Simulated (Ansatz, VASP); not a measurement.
Two plane-wave programs on PtSe2

INCAR

```
SYSTEM = PtSe2
  PREC = Accurate
  ENCUT = 520
  EDIFF = 1E-6
  ISMEAR = 0
  SIGMA = 0.15
  LREAL = .False.
  LASPH = .True.
  NELM = 100
  ALGO = Normal
  ISIF = 2
  LWAVE = .False.
  LCHARG = .False.
  GGA = PE
  NBANDS = 18
```

KPOINTS

```
Automatic mesh
0
Gamma
  12 12 10
  0 0 0
```

Contents of POSCAR:

```
PtSe2
1.0
    3.7240006046      0.0000000000      0.0000000000
   -1.8620003023      3.2250791273      0.0000000000
    0.0000000000      0.0000000000      5.0620000000
Pt Se
1 2
Direct
    0.0000000000      0.0000000000      0.0000000000
    0.3430230181      0.6860460361      0.2500000000
    0.6763563514      0.3527127028      0.7500000000
```

Input for Ansatz:

```yaml
crystal:
  lattice:
    - [3.7240006046, 0.0, 0.0]
    - [-1.8620003023, 3.2250791273, 0.0]
    - [0.0, 0.0, 5.062]
  atoms:
    - { symbol: Pt, position: [0.0, 0.0, 0.0] }
    - { symbol: Se, position: [0.3430230181, 0.6860460361, 0.25] }
    - { symbol: Se, position: [0.6763563514, 0.3527127028, 0.75] }
basis:
  ecutwfc: 420
kpoints:
  mp_grid: { grid: [12, 12, 10] }
hamiltonian:
  xc: pbe
scf:
  occupations: { method: gaussian, width: 0.15 }
output:
  forces: true
  stress: true
  eigenvalues: true
  write_density: true
  write_potential: true
  elf: true
  volumetric_format: npy
```

Change from the starting cell: all Se atoms moved +0.062 Å, as atom 2 along Cartesian [0 1 0].

Alike in both runs: task single point; functional PBE; k mesh 12 × 12 × 10; occupations gaussian, width 0.15 eV; no spin polarisation.

|  | VASP | Ansatz |
| --- | --- | --- |
| version | VASP 6.6.1 | Ansatz 0.2.0 |
| potentials or method | VASP PAW PBE potentials, release 64 (Pt, Se), cutoff 520 eV | scalar-relativistic, plane waves, PAW |
| valence electrons in the cell | 22 | 50 |

|  | VASP | Ansatz | Ansatz less VASP |
| --- | --- | --- | --- |
| gap on the k mesh at the Fermi level (eV) | none | none | - |
| pressure (GPa) | 7.6 | 7.6 | 0.00 |
| traceless stress, the component that is largest in VASP (GPa) | -1.36 | -1.35 | +0.011 |
| rms of the force components (eV/Å) | 0.507 | 0.504 | -0.0034 |

Atom by atom the forces differ by 0.004 eV/Å (rms over components). A gap of «none» marks a metal or a gap that the smearing closes. The functional is the same, so the differences come from potentials, cutoffs and numerics. VASP's potentials hold 22 valence electrons a cell and Ansatz's 50, so a difference there can come from the potentials and not from the codes.

Spin-orbit coupling is off throughout.
